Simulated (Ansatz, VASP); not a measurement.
# Pd in VASP and in Ansatz

```xyz
1
Lattice="0.0000 1.9935 1.9449 1.9935 0.0000 1.9449 1.9935 1.9935 0.0000" Properties=species:S:1:pos:R:3 pbc="T T T"
Pd    0.0000    0.0000    0.0000
```

Change from the starting cell: strain +0.025 along x and y, +0.000 along z, atoms carried along.

Alike in both runs: task single point; functional PBEsol; k mesh 20 × 20 × 20; occupations gaussian, width 0.15 eV; no spin polarisation.

|  | VASP | Ansatz |
| --- | --- | --- |
| version | VASP 6.6.1 | Ansatz 0.2.0 |
| potentials or method | VASP PAW PBE potentials, release 64 (Pd), cutoff 520 eV | scalar-relativistic, plane waves, PAW |
| valence electrons in the cell | 10 | 18 |

Ansatz gave:

- gap on the k mesh at the Fermi level (eV): none
- pressure (GPa): -10.4
- traceless stress, the component that is largest in VASP (GPa): 0.70

Question: Which values does VASP return?

Answer: gap on the k mesh at the Fermi level (eV): none; pressure (GPa): -10.6; traceless stress, the component that is largest in VASP (GPa): 0.70.

VASP's potentials were made for PBE, not for PBEsol. A gap of «none» marks a metal or a gap that the smearing closes. VASP's potentials hold 10 valence electrons a cell and Ansatz's 18, so a difference there can come from the potentials and not from the codes.
